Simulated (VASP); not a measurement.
Write the native input for VASP 6.6.1 that does the following.

| Property | Result |
| --- | --- |
| Task | single point |
| Functional | r2SCAN |
| Potentials or basis | VASP PAW PBE potentials, release 64 (Li_sv, Se) |
| Cutoff | 830 eV |
| k mesh | 8 × 8 × 8 |
| Occupations | gaussian, width 0.02 eV |
| Spin | no spin polarisation |
| Dipole correction | no |
| Further INCAR settings | ALGO = Normal; EDIFF = 1e-06; NBANDS = 13 |

Li2Se:

```
Li Se
1.0
     0.00000    2.99341    2.99341
     2.99341    0.00000    2.99341
     2.99341    2.99341    0.00000
Li Se
2 1
Direct
  0.25000 0.25000 0.25000
  0.75000 0.75000 0.75000
  0.00000 0.00000 0.00000
```

These files were run (other wordings do the same):

POSCAR

```
Li2Se
1.0
    0.0000000000      2.9934090211      2.9934090211
    2.9934090211      0.0000000000      2.9934090211
    2.9934090211      2.9934090211      0.0000000000
Li Se
2 1
Direct
    0.2500000000      0.2500000000      0.2500000000
    0.7500000000      0.7500000000      0.7500000000
    0.0000000000      0.0000000000      0.0000000000
```

INCAR.step1

```
SYSTEM = Li2Se
PREC = Accurate ; ENCUT = 830
ISMEAR = 0 ; SIGMA = 0.02
LREAL = .False. ; LASPH = .True.
NELM = 120 ; NBANDS = 13
GGA = PE ; ALGO = Normal
EDIFF = 1E-5 ; LWAVE = .True.
LCHARG = .False. ; GGA_COMPAT = .False.
```

INCAR.step2

```
SYSTEM = Li2Se
PREC = Accurate ; ENCUT = 830
EDIFF = 1E-6 ; ISMEAR = 0
SIGMA = 0.02 ; LREAL = .False.
LASPH = .True. ; NELM = 120
ALGO = Normal ; ISIF = 2
LWAVE = .False. ; LCHARG = .False.
METAGGA = R2SCAN ; LMIXTAU = .True.
NBANDS = 13 ; ISTART = 1
GGA_COMPAT = .False.
```

KPOINTS

```
regular mesh
0
Gamma
  8 8 8
  0 0 0
```

Potentials or basis: VASP PAW PBE potentials, release 64 (Li_sv, Se).

Run with:

```sh
$ cat potpaw_PBE.64/Li_sv/POTCAR potpaw_PBE.64/Se/POTCAR > POTCAR
$ cp INCAR.step1 INCAR
$ mpirun -np 1 vasp_std > vasp.out
$ cp INCAR.step2 INCAR
$ mpirun -np 1 vasp_std > vasp.out
```

It gave:

| Property | Result |
| --- | --- |
| Pressure | -0.2 GPa |
| Band gap on the k mesh | 3.46 eV (least direct gap 4.18 eV) |

Caveat: the PAW data sets were made with another functional, which shifts forces and pressure a little.

Wall time 110 s on 1 thread of Intel(R) Xeon(R) Platinum 8488C (Sapphire Rapids), on a shared host, peak memory 0.27 GiB.
